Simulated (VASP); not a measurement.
MgSi2N2: single point with PBE

The system is MgSi2N2.

```xyz
5
Lattice="-1.7369 1.7369 6.1992 1.7369 -1.7369 6.1992 1.7369 1.7369 -6.1992" Properties=species:S:1:pos:R:3 pbc="T T T"
Mg    0.0000    0.0000    0.0000
Si    0.0000    0.0000    3.8033
Si    0.0000    0.0000    8.5951
N     0.0000    1.7369    3.0996
N     1.7369    0.0000    3.0996
```

```yaml
Program: VASP 6.6.1
Task: single point
Functional: PBE
Potentials_or_basis: VASP PAW PBE potentials, release 64 (Mg, Si, N)
Cutoff: 520 eV
k_mesh: 6 × 6 × 6
Occupations: gaussian, width 0.1 eV
Spin: no spin polarisation
Dipole_correction: no
Further_INCAR_settings: ALGO = Normal; EDIFF = 1e-06; NBANDS = 18
```

```
Pressure               : 0.0 GPa
Band gap on the k mesh : zero (band 10 reaches 6.44 eV, above the bottom of band 11 at 5.21 eV)
```

Forces in eV/Å, atoms in the order of the input:
```
Mg   0.000  0.000  0.000
Si   0.000  0.000  0.003
Si   0.000  0.000 -0.003
N    0.000  0.000  0.000
N    0.000  0.000  0.000
```

Stress tensor (GPa, compression positive):
```
 0.07  0.00  0.00
 0.00  0.07  0.00
 0.00  0.00 -0.02
```

Levels at points of the mesh, in eV from the Fermi level:
```tsv
k point	band 8	band 9	band 10	band 11	band 12	band 13
(0.00, 0.00, 0.00)	-2.46	-2.46	-0.28	0.88	1.96	4.22
(0.50, 0.00, 0.00)	-5.57	-1.86	-1.41	0.34	2.53	4.09
(0.50, 0.50, 0.00)	-1.34	-1.06	-1.06	0.87	1.53	1.97
(0.50, 0.50, 0.50)	-2.63	-2.46	-2.46	-0.31	4.81	4.81
```

It took 99 s on 1 thread of Intel(R) Xeon(R) Platinum 8488C (Sapphire Rapids), with other jobs on the host, peak memory 0.36 GiB.

Caveat: the k points lie up to 0.43 Å⁻¹ apart.
